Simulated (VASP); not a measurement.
# In (Pm-3m) in VASP: a series of runs

In is run at these levels: LDA; tasks: single point, relaxation of cell and atoms.

All numbers are computed with VASP 6.6.1; they aren't measurements. Logs are shortened: lines on timing, memory, paths and dates and some standing lists are left out, and cuts for length are marked.

### Step 1. The cell of the first run

It takes space group Pm-3m (No. 221, cubic). Conventional cell: a = 3.086 Å, b = 3.086 Å, c = 3.086 Å, α = 90.00°, β = 90.00°, γ = 90.00°. Within 4.1 Å of In (site symmetry m-3m) lie 6 In at 3.09 Å.

### Step 2. Single point, LDA (volume scaled by 1.12)

File INCAR:

```
SYSTEM = In
PREC = Accurate
ENCUT = 520
EDIFF = 1E-6
ISMEAR = -1
SIGMA = 0.1
LREAL = .FALSE.
LASPH = .TRUE.
NELM = 80
ALGO = Normal
ISIF = 2
LWAVE = .FALSE.
LCHARG = .FALSE.
NBANDS = 12
```

File KPOINTS:

```
Automatic mesh
0
G
  12 12 12
  0 0 0
```

File POSCAR:

```
In
1.0
    3.0858936394      0.0000000000      0.0000000000
    0.0000000000      3.0858936394      0.0000000000
    0.0000000000      0.0000000000      3.0858936394
In
1
Direct
    0.0000000000      0.0000000000      0.0000000000
```

Potentials or basis: VASP PAW LDA potentials, release 64 (In_d).

Started as:

```console
$ cat potpaw_LDA.64/In_d/POTCAR > POTCAR
$ mpirun -np 1 vasp_std > vasp.out
```

OUTCAR:

```text
SYSTEM = In
   PREC = Accurate
   ENCUT = 520
   EDIFF = 1E-6
   ISMEAR = -1
   LREAL = .FALSE.
   LASPH = .TRUE.
   NELM = 80
   ISIF = 2

 ion  position               nearest neighbor table
   1  0.000  0.000  0.000-

  LATTYP: Found a simple cubic cell.
 ALAT       =     3.0858936394

  Lattice vectors:

 A1 = (   3.0858936394,   0.0000000000,   0.0000000000)
 A2 = (   0.0000000000,   3.0858936394,   0.0000000000)
 A3 = (   0.0000000000,   0.0000000000,   3.0858936394)

Analysis of symmetry for initial positions (statically):
=====================================================================
 Subroutine PRICEL returns:
 Original cell was already a primitive cell.

 Routine SETGRP: Setting up the symmetry group for a
 simple cubic supercell.

 Subroutine GETGRP returns: Found 48 space group operations
 (whereof 48 operations were pure point group operations)
 out of a pool of 48 trial point group operations.

The static configuration has the point symmetry O_h .

Analysis of symmetry for dynamics (positions and initial velocities):
=====================================================================
 Subroutine PRICEL returns:
 Original cell was already a primitive cell.

 Routine SETGRP: Setting up the symmetry group for a
 simple cubic supercell.

 Subroutine GETGRP returns: Found 48 space group operations
 (whereof 48 operations were pure point group operations)
 out of a pool of 48 trial point group operations.

The dynamic configuration has the point symmetry O_h .

 Subroutine INISYM returns: Found 48 space group operations
 (whereof 48 operations are pure point group operations),
 and found     1 'primitive' translations

----------------------------------------------------------------------------------------

                                     Primitive cell

  volume of cell :      29.3862

  direct lattice vectors                    reciprocal lattice vectors
     3.085893639  0.000000000  0.000000000     0.324055239  0.000000000  0.000000000
     0.000000000  3.085893639  0.000000000     0.000000000  0.324055239  0.000000000
     0.000000000  0.000000000  3.085893639     0.000000000  0.000000000  0.324055239

  length of vectors
     3.085893639  3.085893639  3.085893639     0.324055239  0.324055239  0.324055239

  position of ions in fractional coordinates (direct lattice)
     0.000000000  0.000000000  0.000000000

  ion indices of the primitive-cell ions
   primitive index   ion index
                 1           1

----------------------------------------------------------------------------------------

 KPOINTS: Automatic mesh

Automatic generation of k-mesh.
 Grid dimensions read from file:
 generate k-points for:   12   12   12

 Generating k-lattice:

  Cartesian coordinates                     Fractional coordinates (reciprocal lattice)
     0.027004603  0.000000000  0.000000000     0.083333333  0.000000000  0.000000000
     0.000000000  0.027004603  0.000000000     0.000000000  0.083333333  0.000000000
     0.000000000  0.000000000  0.027004603     0.000000000  0.000000000  0.083333333

  Length of vectors
     0.027004603  0.027004603  0.027004603

  Shift w.r.t. Gamma in fractional coordinates (k-lattice)
     0.000000000  0.000000000  0.000000000

 Subroutine IBZKPT returns following result:
 ===========================================

 Found     84 irreducible k-points:

 Following reciprocal coordinates:
            Coordinates               Weight
  0.000000  0.000000  0.000000      1.000000
  0.083333  0.000000  0.000000      6.000000
  0.166667  0.000000  0.000000      6.000000
  0.250000  0.000000  0.000000      6.000000
  0.333333  0.000000  0.000000      6.000000
  0.416667  0.000000  0.000000      6.000000
[... 16 lines left out ...]
  0.333333  0.333333  0.000000     12.000000
  0.416667  0.333333  0.000000     24.000000
 [... further k-points ...]
   k-points           NKPTS =     84   k-points in BZ     NKDIM =     84   number of bands    NBANDS=     12
   number of dos      NEDOS =    301   number of ions     NIONS =      1
   total plane-waves  NPLWV =  13824
   dimension x,y,z NGX =    24 NGY =   24 NGZ =   24
   dimension x,y,z NGXF=    48 NGYF=   48 NGZF=   48
   ions per type =               1
   NGX,Y,Z   is equivalent  to a cutoff of  12.93, 12.93, 12.93 a.u.
   NGXF,Y,Z  is equivalent  to a cutoff of  25.86, 25.86, 25.86 a.u.
 SYSTEM =  In
   PREC   = accura    normal or accurate (medium, high low for compatibility)
   ISTART =      0    job   : 0-new  1-cont  2-samecut
   ICHARG =      2    charge: 1-file 2-atom 10-const
   ISPIN  =      1    spin polarized calculation?
   LNONCOLLINEAR =      F non collinear calculations
   LSORBIT =      F    spin-orbit coupling
   LASPH  =      T    aspherical Exc in radial PAW
   ENCUT  =  520.0 eV  38.22 Ry    6.18 a.u.   5.74  5.74  5.74*2*pi/ulx,y,z
   NELM   =     80;   NELMIN=  2; NELMDL= -5     # of ELM steps
   EDIFF  = 0.1E-05   stopping-criterion for ELM
   LREAL  =      F    real-space projection
   EDIFFG = 0.1E-04   stopping-criterion for IOM
   NSW    =      0    number of steps for IOM
   IBRION =     -1    ionic relax: 0-MD 1-quasi-New 2-CG
   NFREE  =      0    steps in history (QN), initial steepest desc. (CG)
   ISIF   =      2    stress and relaxation
   ISYM   =      2    0-nonsym 1-usesym 2-fastsym
   POTIM  = 0.5000    time-step for ionic-motion
   TEBEG  =    0.0;   TEEND  =   0.0 temperature during run
   PSTRESS=    0.0 pullay stress
   NELECT =      13.0000    total number of electrons
   NUPDOWN=      -1.0000    fix difference up-down
   EMIN   =  10.00;   EMAX   =-10.00  energy-range for DOS
   EFERMI =   0.00;   METHOD = LEGACY
   ISMEAR =    -1;   SIGMA  =   0.10  broadening in eV -4-tet -1-fermi 0-gaus
   EFERMI_NEDOS =   21; number of points for ismear=-14 and -15
   IALGO  =     38    algorithm
   IMIX   =      4    mixing-type and parameters
     AMIX     =   0.40;   BMIX     =  1.00
     AMIX_MAG =   1.60;   BMIX_MAG =  1.00
  volume/ion in A,a.u.               =      29.39       198.31
  Fermi-wavevector in a.u.,A,eV,Ry     =   1.247407  2.357258 21.171010  1.556025
  Thomas-Fermi vector in A             =   2.381541
   LORBIT       =      0    0 simple, 1 ext, 2 COOP (PROOUT), +10 PAW based schemes
   GGA     = CA    functional components
   LHFCALC =     F    Hartree Fock is set to
   AEXX    =    0.0000 exact exchange contribution
   IVDW    =     0    specifies the selected vdW correction
   LEPSILON=     F    determine dielectric tensor
   LRPA    =     F    only Hartree local field effects (RPA)
 non-spin polarized calculation
  energy-cutoff  :      520.00
  volume of cell :       29.39
 maximum number of plane-waves:       840
 NGX is ok and might be reduce to    24
   NGX = 11   NGY = 11   NGZ = 11

 number of electron      12.9999984 magnetization

 Free energy of the ion-electron system (eV)
  ---------------------------------------------------
  ext. energy  EPLUGINS =         0.00000000
  ---------------------------------------------------
  free energy    TOTEN  =        -3.10750513 eV

  energy without entropy =       -3.09018349  energy(sigma->0) =       -3.09884431

 E-fermi :   5.7990     XC(G=0):  -9.9026

 val. band max:        5.7180747701   @ k =   0.3333   0.1667   0.0833
 cond. band min:       5.8211581740   @ k =   0.5000   0.4167   0.4167
 fundamental gap:      0.1030834039
 Fermi energy:         5.7990033304

 k-point     1 :       0.0000    0.0000    0.0000
  band No.  band energies     occupation
      1      -9.0206      2.00000
      2      -9.0206      2.00000
      3      -8.3516      2.00000
      4      -8.3516      2.00000
      5      -8.3516      2.00000
      6      -3.0526      2.00000
      7      12.8678      0.00000
      8      12.8678      0.00000
      9      12.8678      0.00000
     10      16.1825      0.00000
     11      16.1825      0.00000
     12      17.1904      0.00000

 k-point     2 :       0.0833    0.0000    0.0000
  band No.  band energies     occupation
      1      -9.0178      2.00000
      2      -8.9887      2.00000
      3      -8.3641      2.00000
      4      -8.3641      2.00000
      5      -8.3506      2.00000
      6      -2.9387      2.00000
      7      11.4977      0.00000
      8      12.9978      0.00000
      9      12.9978      0.00000
     10      16.2529      0.00000
     11      16.7682      0.00000
     12      18.1967      0.00000

 k-point     3 :       0.1667    0.0000    0.0000
  band No.  band energies     occupation
      1      -9.0101      2.00000
      2      -8.9020      2.00000
      3      -8.3980      2.00000
      4      -8.3980      2.00000
      5      -8.3477      2.00000
      6      -2.5946      2.00000
      7       9.3005      0.00000
      8      13.3772      0.00000
      9      13.3772      0.00000
     10      16.4654      0.00000
     11      17.0531      0.00000
     12      20.7643      0.00000
[... 286 lines left out ...]
 k-point    23 :       0.3333    0.3333    0.0000
  band No.  band energies     occupation
      1      -8.8204      2.00000
      2      -8.6859      2.00000
      3      -8.4749      2.00000
      4      -8.4705      2.00000
      5      -8.4022      2.00000
      6       0.5745      2.00000
      7       6.4063      0.00460
      8       7.4083      0.00000
      9      13.4286      0.00000
     10      16.6576      0.00000
     11      18.8568      0.00000
     12      21.9228      0.00000

 k-point    24 :       0.4167    0.3333    0.0000
  band No.  band energies     occupation
      1      -8.8007      2.00000
      2      -8.7321      2.00000
      3      -8.5045      2.00000
      4      -8.4686      2.00000
      5      -8.3150      2.00000
      6       1.5110      2.00000
      7       5.1229      1.99769
      8       7.7626      0.00000
      9      12.0885      0.00000
     10      17.4440      0.00000
     11      19.5027      0.00000
     12      21.2792      0.00000

 [... further k-points ...]

------------------------ aborting loop because EDIFF is reached ----------------------------------------

  FORCE on cell =-STRESS in cart. coord.  units (eV):
  Direction    XX          YY          ZZ          XY          YZ          ZX
  --------------------------------------------------------------------------------------
  -------------------------------------------------------------------------------------
  Total       -0.7037765     -0.7037765     -0.7037765      0.0000000      0.0000000     -0.0000000
  in kB      -38.3709429    -38.3709429    -38.3709429      0.0000000      0.0000000     -0.0000000
  external PRESSURE =     -38.3709429 kB  Pullay stress =       0.0000000 kB

 VOLUME and BASIS-vectors are now :
 -----------------------------------------------------------------------------
  energy-cutoff  :      520.00
  volume of cell :       29.39
      direct lattice vectors                 reciprocal lattice vectors
     3.085893639  0.000000000  0.000000000     0.324055239  0.000000000  0.000000000
     0.000000000  3.085893639  0.000000000     0.000000000  0.324055239  0.000000000
     0.000000000  0.000000000  3.085893639     0.000000000  0.000000000  0.324055239

 POSITION                                       TOTAL-FORCE (eV/Angst)
 -----------------------------------------------------------------------------------
      0.00000      0.00000      0.00000         0.000000      0.000000      0.000000
 -----------------------------------------------------------------------------------
    total drift:                                0.000000     -0.000000      0.000000

  FREE ENERGIE OF THE ION-ELECTRON SYSTEM (eV)
  ---------------------------------------------------
  free  energy   TOTEN  =        -3.1075051266 eV

  energy  without entropy=       -3.0901834918  energy(sigma->0) =       -3.09884431
```

Wall time 8.4 s (1 thread of Intel Xeon Platinum 8488C (Sapphire Rapids), shared host); peak memory 0.14 GiB.

What came out:

- Free energy: -3.1075 eV
- Pressure: -3.8 GPa

Caveat: the cell differs from its parent crystal (volume scaled by 1.12); spin-orbit coupling is left out, which moves the levels of the heavy elements.

### Step 3. Single point, LDA

This run uses another cell than the first one, of 26.24 Å³/atom, 0.893 times its volume.

File INCAR:

```
PREC = Accurate
ENCUT = 520
EDIFF = 1E-6
ISMEAR = -1
SIGMA = 0.1
LREAL = False
LASPH = True
NELM = 80
ALGO = Normal
ISIF = 2
LWAVE = False
LCHARG = True
GGA = CA
LELF = True
LVHAR = True
NBANDS = 12
```

File KPOINTS:

```
regular mesh
0
Gamma
  17 17 17
```

File POSCAR:

```
In
1.0
    2.9714946025      0.0000000000      0.0000000000
    0.0000000000      2.9714946025      0.0000000000
    0.0000000000      0.0000000000      2.9714946025
In
1
Direct
    0.0000000000      0.0000000000      0.0000000000
```

Potentials or basis: VASP PAW LDA potentials, release 64 (In_d).

Started as:

```console
$ cat potpaw_LDA.64/In_d/POTCAR > POTCAR
$ mpirun -np 1 vasp_std > vasp.out
```

OUTCAR:

```text
PREC = Accurate
   ENCUT = 520
   EDIFF = 1E-6
   ISMEAR = -1
   LREAL = False
   LASPH = True
   NELM = 80
   ISIF = 2
   GGA = CA

 ion  position               nearest neighbor table
   1  0.000  0.000  0.000-

  LATTYP: Found a simple cubic cell.
 ALAT       =     2.9714946025

  Lattice vectors:

 A1 = (   2.9714946025,   0.0000000000,   0.0000000000)
 A2 = (   0.0000000000,   2.9714946025,   0.0000000000)
 A3 = (   0.0000000000,   0.0000000000,   2.9714946025)

Analysis of symmetry for initial positions (statically):
=====================================================================
 Subroutine PRICEL returns:
 Original cell was already a primitive cell.

 Routine SETGRP: Setting up the symmetry group for a
 simple cubic supercell.

 Subroutine GETGRP returns: Found 48 space group operations
 (whereof 48 operations were pure point group operations)
 out of a pool of 48 trial point group operations.

The static configuration has the point symmetry O_h .

Analysis of symmetry for dynamics (positions and initial velocities):
[... 163 lines left out ...]

 k-point     1 :       0.0000    0.0000    0.0000
  band No.  band energies     occupation
      1      -8.0552      2.00000
      2      -8.0552      2.00000
      3      -7.1664      2.00000
      4      -7.1664      2.00000
      5      -7.1664      2.00000
      6      -2.5615      2.00000
      7      14.6321      0.00000
      8      14.6321      0.00000
      9      14.6321      0.00000
     10      18.1138      0.00000
     11      18.1138      0.00000
     12      19.4303      0.00000
[... 331 lines left out ...]
 k-point    24 :       0.4706    0.1176    0.0000
  band No.  band energies     occupation
      1      -7.9389      2.00000
      2      -7.4651      2.00000
      3      -7.4253      2.00000
      4      -7.4062      2.00000
      5      -7.1765      2.00000
      6       1.5221      2.00000
      7       3.7476      2.00000
      8      15.5957      0.00000
      9      17.9382      0.00000
     10      18.2433      0.00000
     11      20.3274      0.00000
     12      22.5967      0.00000

 [... further k-points ...]

------------------------ aborting loop because EDIFF is reached ----------------------------------------

  FORCE on cell =-STRESS in cart. coord.  units (eV):
  Direction    XX          YY          ZZ          XY          YZ          ZX
  --------------------------------------------------------------------------------------
  -------------------------------------------------------------------------------------
  Total        0.0069742      0.0069742      0.0069742     -0.0000000     -0.0000000      0.0000000
  in kB        0.4258747      0.4258747      0.4258747     -0.0000000     -0.0000000      0.0000000
  external PRESSURE =       0.4258747 kB  Pullay stress =       0.0000000 kB

 VOLUME and BASIS-vectors are now :
 -----------------------------------------------------------------------------
  energy-cutoff  :      520.00
  volume of cell :       26.24
      direct lattice vectors                 reciprocal lattice vectors
     2.971494602  0.000000000  0.000000000     0.336530983  0.000000000  0.000000000
     0.000000000  2.971494602  0.000000000     0.000000000  0.336530983  0.000000000
     0.000000000  0.000000000  2.971494602     0.000000000  0.000000000  0.336530983

 POSITION                                       TOTAL-FORCE (eV/Angst)
 -----------------------------------------------------------------------------------
      0.00000      0.00000      0.00000         0.000000      0.000000      0.000000
 -----------------------------------------------------------------------------------
    total drift:                                0.000000     -0.000000      0.000000

  FREE ENERGIE OF THE ION-ELECTRON SYSTEM (eV)
  ---------------------------------------------------
  free  energy   TOTEN  =        -3.1505535864 eV

  energy  without entropy=       -3.1342406392  energy(sigma->0) =       -3.14239711
```

Wall time 16 s (1 thread of Intel Xeon Platinum 8488C (Sapphire Rapids), shared host); peak memory 0.16 GiB.

Results:

```
Free energy : -3.1506 eV
Pressure    : 0.0 GPa
```

Caveat: spin-orbit coupling is left out, which moves the levels of the heavy elements.

[end of part 1 of 2]
